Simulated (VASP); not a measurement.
A run of VASP 6.6.1 is set up as follows.

File INCAR:

```
SYSTEM = Cs
  PREC = Accurate
  ENCUT = 520
  EDIFF = 1E-7
  ISMEAR = 0
  SIGMA = 0.1
  LREAL = .False.
  LASPH = .True.
  NELM = 100
  ALGO = Fast
  ISIF = 2
  LWAVE = .False.
  LCHARG = .True.
  GGA = PS
  LELF = .True.
  LVHAR = .True.
  NBANDS = 16
```

Contents of KPOINTS:

```
regular mesh
0
Gamma
  8 8 4
  0 0 0
```

POSCAR

```
Cs
1.0
    5.4872645078      0.0000000000      0.0000000000
   -2.7436322539      4.7912052226      0.0000000000
    0.0000000000      0.0000000000      9.4423523521
Cs
2
Direct
    0.3592639141      0.7185278382      0.2500000000
    0.6407360859      0.2814721618      0.7500000000
```

Potentials or basis: VASP PAW PBE potentials, release 64 (Cs_sv).

The run is started by

```sh
$ cat potpaw_PBE.64/Cs_sv/POTCAR > POTCAR
$ mpirun -np 1 vasp_std > vasp.out
```

Question: What does it give for the pressure?

Answer: -0.2 GPa.

Question: What does it give for the band gap on the k mesh?

Answer: Zero (bands 9 and 10 overlap by 1.69 eV).

Forces in eV/Å, atoms in the order of the input:
```
Cs   0.000 -0.019  0.000
Cs   0.000  0.019  0.000
```

Caveat: the cell differs from its parent crystal (strained); the PAW data sets were made with another functional, which shifts forces and pressure a little; spin-orbit coupling is left out, which moves the levels of the heavy elements.
